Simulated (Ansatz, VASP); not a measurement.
One calculation of TaN, two programs

```
Ta N
1.0
    -0.08606    2.10565    2.10565
     2.10565   -0.08606    2.10565
     2.10565    2.10565   -0.08606
Ta N
1 1
Direct
  0.50000 0.50000 0.50000
  0.00000 0.00000 0.00000
```

Alike in both runs: task single point; functional PBEsol; k mesh 20 × 20 × 20; occupations gaussian, width 0.15 eV; no spin polarisation.

```csv
,VASP,Ansatz
version,VASP 6.6.1,Ansatz 0.2.0
potentials or method,"VASP PAW PBE potentials, release 64 (Ta_pv, N), cutoff 520 eV","scalar-relativistic, plane waves, PAW"
valence electrons in the cell,16,18
```

|  | VASP | Ansatz | Ansatz less VASP |
| --- | --- | --- | --- |
| gap on the k mesh at the Fermi level (eV) | none | none | - |
| pressure (GPa) | 23.8 | 22.2 | -1.61 |
| traceless stress, the component that is largest in VASP (GPa) | 3.37 | 3.41 | +0.042 |

VASP's potentials were made for PBE, not for PBEsol, and Ansatz warns of the same on its side. A gap of «none» marks a metal or a gap that the smearing closes. VASP's potentials hold 16 valence electrons a cell and Ansatz's 18, so a difference there can come from the potentials and not from the codes.

Neither program's run includes spin-orbit coupling.
